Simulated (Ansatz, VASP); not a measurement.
# SiO2 in VASP and in Ansatz

Contents of INCAR:

```
  ALGO = Normal
  EDIFF = 1E-7
  ENCUT = 520
  ISIF = 2
  ISMEAR = 0
  LASPH = True
  LCHARG = False
  LREAL = False
  LWAVE = False
  NBANDS = 25
  NELM = 60
  PREC = Accurate
  SIGMA = 0.05
```

Contents of KPOINTS:

```
k-points
0
Gamma
  6 6 10
```

Contents of POSCAR:

```
SiO2
1.0
    4.0608360862      0.0000000000      0.0000000000
    0.0000000000      4.0608360862      0.0000000000
    0.0000000000      0.0000000000      2.6972073285
Si O
2 4
Direct
    0.5000000000      0.5000000000      0.5000000000
    0.0000000000      0.0000000000      0.0000000000
    0.6944252994      0.6944252994      0.0000000000
    0.1944252994      0.8055747006      0.5000000000
    0.3055747006      0.3055747006      0.0000000000
    0.8055747006      0.1944252994      0.5000000000
```

Input for Ansatz:

```yaml
crystal:
  lattice:
    - [4.0608360862, 0.0, 0.0]
    - [0.0, 4.0608360862, 0.0]
    - [0.0, 0.0, 2.6972073285]
  atoms:
    - { symbol: Si, position: [0.5, 0.5, 0.5] }
    - { symbol: Si, position: [0.0, 0.0, 0.0] }
    - { symbol: O, position: [0.6944252994, 0.6944252994, 0.0] }
    - { symbol: O, position: [0.1944252994, 0.8055747006, 0.5] }
    - { symbol: O, position: [0.3055747006, 0.3055747006, 0.0] }
    - { symbol: O, position: [0.8055747006, 0.1944252994, 0.5] }
basis:
  ecutwfc: 520.0
kpoints:
  mp_grid: { grid: [6, 6, 10] }
hamiltonian:
  xc: lda
  pseudopotentials: { kind: paw, azcp: { folder: soft_1 } }
scf:
  occupations: { method: gaussian, width: 0.05 }
output:
  forces: true
  stress: true
  eigenvalues: true
  write_density: true
  write_potential: true
  elf: true
  volumetric_format: npy
```

Alike in both runs: task single point; functional LDA; k mesh 6 × 6 × 10; occupations gaussian, width 0.05 eV; no spin polarisation.

```csv
,VASP,Ansatz
version,VASP 6.6.1,Ansatz 0.2.0
potentials or method,"VASP PAW LDA potentials, release 64 (Si, O), cutoff 520 eV","scalar-relativistic, plane waves, PAW"
valence electrons in the cell,32,32
```

```csv
,VASP,Ansatz,Ansatz less VASP
gap on the k mesh at the Fermi level (eV),6.02,6.06,+0.046
least direct gap on the mesh (eV),6.02,6.06,+0.046
pressure (GPa),11.5,10.3,-1.19
"traceless stress, the component that is largest in VASP (GPa)",-10.04,-10.57,-0.527
rms of the force components (eV/Å),0.180,0.171,-0.0092
```

Ansatz warns that its potentials were made for another functional, while VASP's fit it. LDA's correlation is that of Perdew and Zunger in VASP and of Perdew and Wang (1992) in Ansatz. Atom by atom the forces differ by 0.009 eV/Å (rms over components).
